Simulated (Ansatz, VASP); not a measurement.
## HgTe: VASP beside Ansatz

```
Hg Te
1.0
     0.00000    3.38468    3.22350
     3.38468    0.00000    3.22350
     3.38468    3.38468    0.00000
Hg Te
1 1
Direct
  0.00000 0.00000 0.00000
  0.75000 0.75000 0.75000
```

Change from the starting cell: strain +0.050 along x and y, +0.000 along z, atoms carried along.

Alike in both runs: task single point; functional PBEsol; k mesh 14 × 14 × 14; occupations gaussian, width 0.15 eV; no spin polarisation.

|  | VASP | Ansatz |
| --- | --- | --- |
| version | VASP 6.6.1 | Ansatz 0.2.0 |
| potentials or method | VASP PAW PBE potentials, release 64 (Hg, Te), cutoff 520 eV | scalar-relativistic, plane waves, PAW |
| valence electrons in the cell | 18 | 36 |

|  | VASP | Ansatz | Ansatz less VASP |
| --- | --- | --- | --- |
| pressure (GPa) | -2.4 | -2.4 | -0.07 |
| traceless stress, the component that is largest in VASP (GPa) | 0.53 | 0.53 | +0.001 |

VASP's potentials were made for PBE, not for PBEsol. VASP's potentials hold 18 valence electrons a cell and Ansatz's 36, so a difference there can come from the potentials and not from the codes.

Neither program's run includes spin-orbit coupling.
